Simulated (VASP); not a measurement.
# HfB (Fm-3m) in VASP: notebook, part 2 of 2

VASP 6.6.1. Earlier steps stand in the parts before.

## (3) Single point, LDA (volume scaled by 1.06)

Contents of INCAR:

```
SYSTEM = HfB
PREC = Accurate
ENCUT = 520
EDIFF = 1E-6
ISMEAR = -1
SIGMA = 0.05
LREAL = .FALSE.
LASPH = .TRUE.
NELM = 80
ALGO = Normal
ISIF = 2
LWAVE = .FALSE.
LCHARG = .TRUE.
LELF = .TRUE.
LVHAR = .TRUE.
NBANDS = 14
```

Contents of KPOINTS:

```
Automatic mesh
0
G
  10 10 10
  0 0 0
```

Contents of POSCAR:

```
HfB
1.0
    0.0000000000      2.3553056198      2.3553056198
    2.3553056198      0.0000000000      2.3553056198
    2.3553056198      2.3553056198      0.0000000000
Hf B
1 1
Direct
    0.5000000000      0.5000000000      0.5000000000
    0.0000000000      0.0000000000      0.0000000000
```

Potentials or basis: VASP PAW LDA potentials, release 64 (Hf_pv, B).

Launch:

```
$ cat potpaw_LDA.64/Hf_pv/POTCAR potpaw_LDA.64/B/POTCAR > POTCAR
$ mpirun -np 1 vasp_std > vasp.out
```

OUTCAR:

```text
SYSTEM = HfB
   PREC = Accurate
   ENCUT = 520
   EDIFF = 1E-6
   ISMEAR = -1
   LREAL = .FALSE.
   LASPH = .TRUE.
   NELM = 80
   ISIF = 2

 ion  position               nearest neighbor table
   1  0.500  0.500  0.500-   2 2.36   2 2.36   2 2.36   2 2.36   2 2.36   2 2.36
   2  0.000  0.000  0.000-   1 2.36   1 2.36   1 2.36   1 2.36   1 2.36   1 2.36

  LATTYP: Found a face centered cubic cell.
 ALAT       =     4.7106112396

  Lattice vectors:

 A1 = (   0.0000000000,   2.3553056198,   2.3553056198)
 A2 = (   2.3553056198,   0.0000000000,   2.3553056198)
 A3 = (   2.3553056198,   2.3553056198,   0.0000000000)

Analysis of symmetry for initial positions (statically):
=====================================================================
 Subroutine PRICEL returns:
 Original cell was already a primitive cell.

 Routine SETGRP: Setting up the symmetry group for a
 face centered cubic supercell.

 Subroutine GETGRP returns: Found 48 space group operations
 (whereof 48 operations were pure point group operations)
 out of a pool of 48 trial point group operations.

The static configuration has the point symmetry O_h .

Analysis of symmetry for dynamics (positions and initial velocities):
[... 165 lines left out ...]

 k-point     1 :       0.0000    0.0000    0.0000
  band No.  band energies     occupation
      1     -23.7553      2.00000
      2     -23.7553      2.00000
      3     -23.7553      2.00000
      4      -4.5447      2.00000
      5       6.7659      0.00000
      6       6.7659      0.00000
      7       6.7659      0.00000
      8       8.5019      0.00000
      9       8.5019      0.00000
     10       8.5019      0.00000
     11       8.6486      0.00000
     12       8.6486      0.00000
     13      16.2436      0.00000
     14      16.9365      0.00000
[... 377 lines left out ...]
      1     -24.2032      2.00000
      2     -23.9382      2.00000
      3     -23.9195      2.00000
      4      -1.7052      2.00000
      5       2.6116      2.00000
      6       3.9985      2.00000
      7       5.9680      0.00000
      8       6.7430      0.00000
      9      10.6107      0.00000
     10      12.0812      0.00000
     11      12.3670      0.00000
     12      16.3179      0.00000
     13      16.7869      0.00000
     14      18.6246      0.00000

 [... further k-points ...]
[... 5 lines left out ...]
  --------------------------------------------------------------------------------------
  -------------------------------------------------------------------------------------
  Total        0.9518095      0.9518095      0.9518095     -0.0000000      0.0000000     -0.0000000
  in kB       58.3564460     58.3564460     58.3564460     -0.0000000      0.0000000     -0.0000000
  external PRESSURE =      58.3564460 kB  Pullay stress =       0.0000000 kB

 VOLUME and BASIS-vectors are now :
 -----------------------------------------------------------------------------
  energy-cutoff  :      520.00
  volume of cell :       26.13
      direct lattice vectors                 reciprocal lattice vectors
     0.000000000  2.355305620  2.355305620    -0.212286676  0.212286676  0.212286676
     2.355305620  0.000000000  2.355305620     0.212286676 -0.212286676  0.212286676
     2.355305620  2.355305620  0.000000000     0.212286676  0.212286676 -0.212286676

 POSITION                                       TOTAL-FORCE (eV/Angst)
 -----------------------------------------------------------------------------------
      2.35531      2.35531      2.35531         0.000000      0.000000     -0.000000
      0.00000      0.00000      0.00000        -0.000000     -0.000000      0.000000
 -----------------------------------------------------------------------------------
    total drift:                                0.000000      0.000000      0.000000

  FREE ENERGIE OF THE ION-ELECTRON SYSTEM (eV)
  ---------------------------------------------------
  free  energy   TOTEN  =       -18.9869067801 eV

  energy  without entropy=      -18.9741083348  energy(sigma->0) =      -18.98050756
```

OSZICAR:

```text
N       E                     dE             d eps       ncg     rms          rms(c)
DAV:   1     0.192086150370E+02    0.19209E+02   -0.69778E+03  1332   0.861E+02
DAV:   2    -0.196924563874E+02   -0.38901E+02   -0.37036E+02  1670   0.189E+02
DAV:   3    -0.207139600734E+02   -0.10215E+01   -0.10156E+01  1664   0.208E+01
DAV:   4    -0.207174925229E+02   -0.35324E-02   -0.35323E-02  1520   0.154E+00
DAV:   5    -0.207175123180E+02   -0.19795E-04   -0.19795E-04  1648   0.102E-01    0.615E+01
DAV:   6    -0.190381065464E+02    0.16794E+01   -0.27551E+00  1568   0.101E+01    0.387E+01
DAV:   7    -0.190192697496E+02    0.18837E-01   -0.88074E-01  1670   0.531E+00    0.103E+01
DAV:   8    -0.189868140922E+02    0.32456E-01   -0.10074E-01  1484   0.188E+00    0.123E+00
DAV:   9    -0.189869070084E+02   -0.92916E-04   -0.46788E-03  1664   0.479E-01    0.279E-01
DAV:  10    -0.189869071423E+02   -0.13391E-06   -0.47865E-05  1544   0.483E-02    0.362E-02
DAV:  11    -0.189869067801E+02    0.36222E-06   -0.10933E-06  1272   0.884E-03
   1 F= -.18986907E+02 E0= -.18980508E+02  d E =-.127984E-01
```

stdout:

```text
POSCAR found type information on POSCAR HfB
 POSCAR found :  2 types and       2 ions
 scaLAPACK will be used
 LDA part: xc-table for (Slater(with rela. corr.)+CA(PZ))
 , standard interpolation
 POSCAR, INCAR and KPOINTS ok, starting setup
 FFT: planning ... GRIDC
 FFT: planning ... GRID_SOFT
 FFT: planning ... GRID
 WAVECAR not read
 entering main loop
```

Wall time 13 s (1 thread of Intel Xeon 6975P-C, shared host); peak memory 0.15 GiB.

Results:

```
Free energy : -18.9869 eV
Pressure    : 5.8 GPa
```

Levels at points of the mesh, in eV from the Fermi level:
```csv
k point,band 5,band 6,band 7,band 8,band 9,band 10
"(0.00, 0.00, 0.00)",2.08,2.08,2.08,3.82,3.82,3.82
"(0.50, 0.00, 0.00)",-4.04,-1.26,-1.26,6.06,6.06,7.02
"(0.50, 0.50, 0.00)",-0.96,-0.94,2.25,2.25,5.83,7.31
```

Caveat: the cell differs from its parent crystal (volume scaled by 1.06); spin-orbit coupling is left out, which moves the levels of the heavy elements.

## (4) Single point, LDA

This run uses another cell than the first one, of 12.33 Å³/atom, 0.962 times its volume.

Contents of INCAR:

```
PREC = Accurate
ENCUT = 520
EDIFF = 1E-6
ISMEAR = 0
SIGMA = 0.1
LREAL = False
LASPH = True
NELM = 100
ALGO = Normal
ISIF = 2
LWAVE = False
LCHARG = True
LELF = True
LVHAR = True
NBANDS = 14
```

Contents of KPOINTS:

```
regular mesh
0
Gamma
  10 10 10
```

Contents of POSCAR:

```
HfB
1.0
    3.2668333300      0.0000000000      0.0000000000
    1.6334166650      2.8291606537      0.0000000000
    1.6334166650      0.9430535512      2.6673582444
Hf B
1 1
Direct
    0.5000000000      0.5000000000      0.5000000000
    0.0000000000      0.0000000000      0.0000000000
```

Launch:

```
$ cat potpaw_LDA.64/Hf_pv/POTCAR potpaw_LDA.64/B/POTCAR > POTCAR
$ mpirun -np 1 vasp_std > vasp.out
```

Run time: 6.5 s. Hardware: 1 thread of Intel Xeon 6975P-C, shared host; peak memory 0.14 GiB.

It converged, with:

```
Free energy : -18.8691 eV
Pressure    : 19.6 GPa
```

Levels at points of the mesh, in eV from the Fermi level:
```tsv
k point	band 3	band 4	band 5	band 6	band 7	band 8	band 9	band 10	band 11	band 12
(0.00, 0.00, 0.00)	-28.13	-9.41	2.15	2.15	2.15	3.98	3.98	3.98	4.19	4.19
(0.50, 0.00, 0.00)	-28.21	-4.97	-3.83	-1.37	-1.37	6.45	6.45	7.52	8.59	14.11
(0.50, 0.50, 0.00)	-28.40	-6.59	-1.11	-0.77	2.44	2.44	6.21	7.81	7.81	9.41
```

Caveat: spin-orbit coupling is left out, which moves the levels of the heavy elements.

## (5) Summary

| cell | smearing | gap on the mesh (eV) | pressure (GPa) |
| --- | --- | --- | --- |
| a = 3.310 Å, angles 60.0°, 2 atoms | fermi-dirac 0.05 eV | none | 10.0 |
| a = 3.331 Å, angles 60.0°, 2 atoms | fermi-dirac 0.05 eV | none | 5.8 |
| a = 3.267 Å, angles 60.0°, 2 atoms | gaussian 0.1 eV | none | 19.6 |

Alike in all rows: task single point; level LDA; potentials or basis VASP PAW LDA potentials, release 64 (Hf_pv, B); no spin polarisation; k mesh 10 × 10 × 10; cutoff (eV) 520.

Caveats: spin-orbit coupling is left out, which moves the levels of the heavy elements.

Total energies depend on the potentials used, so only differences within one code and one set of settings carry meaning.
